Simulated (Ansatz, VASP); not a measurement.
## CuSn3 in VASP and in Ansatz

INCAR

```
  PREC = Accurate
  ENCUT = 520
  EDIFF = 1E-6
  ISMEAR = 0
  SIGMA = 0.15
  LREAL = False
  LASPH = True
  NELM = 80
  ALGO = Fast
  ISIF = 2
  LWAVE = False
  LCHARG = False
  GGA = PS
  NBANDS = 34
```

The input KPOINTS:

```
regular mesh
0
Gamma
  14 14 14
```

The input POSCAR:

```
CuSn3
1.0
   -2.3091160394      2.3091160394      4.2260234635
    2.3091160394     -2.3091160394      4.2260234635
    2.3091160394      2.3091160394     -4.2260234635
Cu Sn
1 3
Direct
    0.0000000000      0.0000000000      0.0000000000
    0.7500000000      0.2500000000      0.5000000000
    0.2500000000      0.7500000000      0.5000000000
    0.4378848692      0.4378848692      0.0000000000
```

Input for Ansatz:

```yaml
crystal:
  lattice:
    - [-2.3091160394, 2.3091160394, 4.2260234635]
    - [2.3091160394, -2.3091160394, 4.2260234635]
    - [2.3091160394, 2.3091160394, -4.2260234635]
  atoms:
    - { symbol: Cu, position: [0.0, 0.0, 0.0] }
    - { symbol: Sn, position: [0.75, 0.25, 0.5] }
    - { symbol: Sn, position: [0.25, 0.75, 0.5] }
    - { symbol: Sn, position: [0.4378848692, 0.4378848692, 0.0] }
basis:
  ecutwfc: 420
kpoints:
  mp_grid: { grid: [14, 14, 14] }
hamiltonian:
  xc: pbesol
scf:
  occupations: { method: gaussian, width: 0.15 }
output:
  forces: true
  stress: true
  eigenvalues: true
  write_density: true
  write_potential: true
  elf: true
  volumetric_format: npy
```

Alike in both runs: task single point; functional PBEsol; k mesh 14 × 14 × 14; occupations gaussian, width 0.15 eV; no spin polarisation.

```csv
,VASP,Ansatz
version,VASP 6.6.1,Ansatz 0.2.0
potentials or method,"VASP PAW PBE potentials, release 64 (Cu, Sn_d), cutoff 520 eV","scalar-relativistic, plane waves, PAW"
valence electrons in the cell,53,61
```

```tsv
	VASP	Ansatz	Ansatz less VASP
gap on the k mesh at the Fermi level (eV)	none	none	-
pressure (GPa)	4.5	4.6	+0.12
traceless stress, the component that is largest in VASP (GPa)	-2.38	-2.40	-0.017
rms of the force components (eV/Å)	1.104	1.104	-0.0002
```

VASP's potentials were made for PBE, not for PBEsol. Atom by atom the forces differ by 0.001 eV/Å (rms over components). A gap of «none» marks a metal or a gap that the smearing closes. VASP's potentials hold 53 valence electrons a cell and Ansatz's 61, so a difference there can come from the potentials and not from the codes.
